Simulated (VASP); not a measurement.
Input of a VASP 6.6.1 run:

File POSCAR:

```
Pt
1.0
    0.0000000000      2.1047425000      1.9579000000
    2.1047425000      0.0000000000      1.9579000000
    2.1047425000      2.1047425000      0.0000000000
Pt
1
Direct
    0.0000000000      0.0000000000      0.0000000000
```

The input INCAR.step1:

```
SYSTEM = Pt
ALGO = Normal ; EDIFF = 1E-4
ENCUT = 520 ; GGA = PE
ISMEAR = 0 ; LASPH = .True.
LCHARG = .False. ; LREAL = .False.
LWAVE = .True. ; NBANDS = 11
NELM = 60 ; PREC = Accurate
SIGMA = 0.15
```

INCAR.step2

```
SYSTEM = Pt
ALGO = Normal ; EDIFF = 1E-6
ENCUT = 520 ; ISIF = 2
ISMEAR = 0 ; ISTART = 1
LASPH = .True. ; LCHARG = .False.
LMIXTAU = .True. ; LREAL = .False.
LWAVE = .False. ; METAGGA = R2SCAN
NBANDS = 11 ; NELM = 60
PREC = Accurate ; SIGMA = 0.15
```

The input KPOINTS:

```
k-points
0
Gamma
  20 20 20
  0 0 0
```

Potentials or basis: VASP PAW PBE potentials, release 64 (Pt).

Run with:

```console
$ cat potpaw_PBE.64/Pt/POTCAR > POTCAR
$ cp INCAR.step1 INCAR
$ mpirun -np 1 vasp_std > vasp.out
$ cp INCAR.step2 INCAR
$ mpirun -np 1 vasp_std > vasp.out
```

Predict the pressure.

-23.5 GPa.

What does it give for the band gap on the k mesh?

Zero (band 5 reaches 9.15 eV, above the bottom of band 6 at 7.03 eV).

Stress tensor (GPa, compression positive):
```
-24.17   0.00   0.00
  0.00 -24.17   0.00
  0.00   0.00 -22.14
```

Caveat: the cell differs from its parent crystal (strain +0.0750 x Voigt [1, 1, 0, 0, 0, 0]); the PAW data sets were made with another functional, which shifts forces and pressure a little; spin-orbit coupling is left out, which moves the levels of the heavy elements.
